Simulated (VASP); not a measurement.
## Al30Cu (a cell with a defect): single point with PBEsol

System: Al30Cu (a cell with a defect).

```xyz
31
Lattice="8.1000 0.0000 0.0000 0.0000 8.1000 0.0000 0.0000 0.0000 8.1000" Properties=species:S:1:pos:R:3 pbc="T T T"
Al    4.0370    0.0012   -0.0004
Al    6.0697    2.0604    0.0041
Al    6.0698    0.0705    2.0774
Al   -0.0021    0.0031   -0.0003
Al    2.0187    2.0137   -0.0271
Al    4.0635    4.0569   -0.0028
Al    6.0676    6.0509    0.0137
Al    2.0191    0.0010    2.0183
Al    4.0649    2.0682    2.0306
Al    4.0549    0.0208    4.0669
Al    6.0675    0.0088    6.0522
Al   -0.0242    4.0574   -0.0032
Al    2.0182    6.0710   -0.0102
Al   -0.0236    2.0698    2.0305
Al    2.0205    4.0594    1.9937
Al    4.0502    6.0657    2.0003
Al   -0.0158    0.0209    4.0664
Al    2.0212    1.9990    4.0562
Al    4.0052    4.0668    4.0253
Al    6.0705    6.0324    3.9898
Al    2.0181   -0.0187    6.0880
Al    4.0466    1.9957    6.0393
Al    6.0697    3.9853    5.9740
Al   -0.0110    6.0645    2.0011
Al    0.0297    4.0639    4.0228
Al    2.0191    6.1233    4.0484
Al   -0.0082    1.9966    6.0380
Al    2.0200    4.0422    6.0899
Al    4.0444    6.0746    6.0739
Al   -0.0064    6.0753    6.0728
Cu    6.0711    2.7350    3.4681
```

```json
{"Program": "VASP 6.6.1", "Task": "single point", "Functional": "PBEsol", "Potentials or basis": "VASP PAW PBE potentials, release 64 (Al, Cu)", "Cutoff": "520 eV", "k mesh": "3 × 3 × 3", "Occupations": "gaussian, width 0.1 eV", "Spin": "no spin polarisation"}
```

```yaml
Pressure: -3.2 GPa
Largest_force: 0.395 eV/Å
Band_gap_on_the_k_mesh: zero (an odd number of electrons rules out a gap without spin polarisation)
```

Forces in eV/Å, atoms in the order of the input:
```
Al   0.002  0.002 -0.008
Al  -0.002  0.000 -0.019
Al   0.002  0.036  0.002
Al  -0.001 -0.006 -0.010
Al   0.002  0.025 -0.021
Al   0.002  0.011 -0.010
Al   0.008  0.015  0.001
Al  -0.004  0.004  0.006
Al   0.014  0.017 -0.019
Al  -0.004  0.016  0.004
Al   0.006  0.000 -0.001
Al  -0.004  0.011 -0.011
Al  -0.001  0.009 -0.011
Al  -0.015  0.006 -0.021
Al   0.000  0.025 -0.010
Al   0.000  0.014 -0.005
Al   0.003  0.018  0.004
Al  -0.004  0.011  0.002
Al   0.026  0.009 -0.035
Al  -0.004  0.041  0.001
Al   0.000 -0.010  0.006
Al   0.000  0.002 -0.008
Al  -0.001  0.003  0.005
Al  -0.003  0.016 -0.011
Al   0.010  0.028 -0.025
Al  -0.002 -0.010  0.001
Al   0.002 -0.003 -0.006
Al  -0.008  0.004 -0.029
Al  -0.008  0.005 -0.016
Al  -0.002  0.002 -0.013
Cu  -0.015 -0.299  0.259
```

Stress tensor (GPa, compression positive):
```
-2.37  0.00  0.00
 0.00 -3.62 -0.01
 0.00 -0.01 -3.60
```

Levels at points of the mesh, in eV from the Fermi level:
```tsv
k point	band 49	band 50	band 51	band 52	band 53	band 54
(0.00, 0.00, 0.00)	-0.05	0.03	0.52	0.63	0.66	0.69
```

It took 14 min on 1 thread of Intel(R) Xeon(R) 6975P-C (Granite Rapids), on a shared host, peak memory 0.65 GiB.

Caveat: the PAW data sets were made with another functional, which shifts forces and pressure a little.
